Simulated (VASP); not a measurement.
Ag3Os: relaxation of cell and atoms with PBE

Ag3Os:

```
Ag Os
1.0
     2.80110    0.00000    0.00000
    -1.40055    2.42582    0.00000
     0.00000    0.00000    9.76124
Ag Os
3 1
Direct
  0.00000 0.00000 0.00000
  0.66667 0.33333 0.74707
  0.66667 0.33333 0.25293
  0.00000 0.00000 0.50000
```

The cell was generated, and may not be a known phase.

```yaml
Program: VASP 6.6.1
Task: relaxation of cell and atoms
Functional: PBE
Potentials_or_basis: VASP PAW PBE potentials, release 64 (Ag, Os)
Cutoff: 600 eV
k_mesh: 12 × 12 × 4
Occupations: gaussian, width 0.1 eV
Spin: no spin polarisation
Dipole_correction: no
Further_INCAR_settings: ALGO = Fast; EDIFF = 1e-07; IBRION = 2; EDIFFG = -0.01; NSW = 100; ISIF = 3
```

The relaxed volume is 16.55 Å³/atom, the relaxed cell is a = 2.793 Å, b = 2.793 Å, c = 9.797 Å, α = 90.00°, β = 90.00°, γ = 120.00° and the space group after relaxing (to 0.1 Å) is P-6m2 (No. 187). The energy gained by relaxing is 0.8 meV/atom, the ionic steps are 9 and the pressure after relaxing is 0.0 GPa. The largest force after relaxing is 0.003 eV/Å. The band gap on the k mesh is zero (an odd number of electrons rules out a gap without spin polarisation).

Forces on the atoms (eV/Å):
```
Ag   0.000  0.000  0.000
Ag   0.000  0.000 -0.003
Ag   0.000  0.000  0.003
Os   0.000  0.000  0.000
```

Step by step:
```
step  energy change (eV)  largest force (eV/Å)  pressure (GPa)  volume (Å³)
   1              0.0000                0.1116           -0.64        66.33
   2             -0.0009                0.0527            1.05        65.69
   3             -0.0017                0.0770            0.39        65.95
   4             -0.0027                0.0488            0.14        66.10
   5             -0.0029                0.0322            0.02        66.20
   6             -0.0031                0.0185           -0.08        66.24
   7             -0.0031                0.0105           -0.13        66.26
   8             -0.0031                0.0067            0.18        66.13
   9             -0.0031                0.0033            0.02        66.20
```

Final structure:
```yaml
crystal:
  lattice:
    - [2.79319, 0.00000, 0.00000]
    - [-1.39659, 2.41897, 0.00000]
    - [0.00000, 0.00000, 9.79725]
  atoms:
    - { symbol: Ag, position: [0.00000, 0.00000, 0.00000] }
    - { symbol: Ag, position: [0.66667, 0.33333, 0.74546] }
    - { symbol: Ag, position: [0.66667, 0.33333, 0.25454] }
    - { symbol: Os, position: [0.00000, 0.00000, 0.50000] }
```

Levels at points of the mesh, in eV from the Fermi level:
| k point | band 17 | band 18 | band 19 | band 20 | band 21 | band 22 | band 23 | band 24 |
| --- | --- | --- | --- | --- | --- | --- | --- | --- |
| (0.00, 0.00, 0.00) | -3.47 | -3.31 | -3.31 | -1.68 | -1.68 | -0.91 | 0.78 | 0.78 |
| (0.50, 0.00, 0.00) | -2.47 | -1.32 | 0.06 | 0.96 | 0.96 | 1.05 | 2.60 | 3.14 |
| (0.00, 0.00, 0.50) | -3.34 | -3.34 | -2.83 | -2.26 | -1.67 | -1.67 | 0.78 | 0.78 |
| (0.50, 0.00, 0.50) | -2.28 | -1.27 | 0.04 | 0.28 | 0.92 | 1.67 | 2.60 | 3.30 |

Wall time 12 min on 1 thread of AMD EPYC 9R14 (Zen 4), with other jobs on the host, peak memory 0.26 GiB.

Caveat: spin-orbit coupling is left out, which moves the levels of the heavy elements.
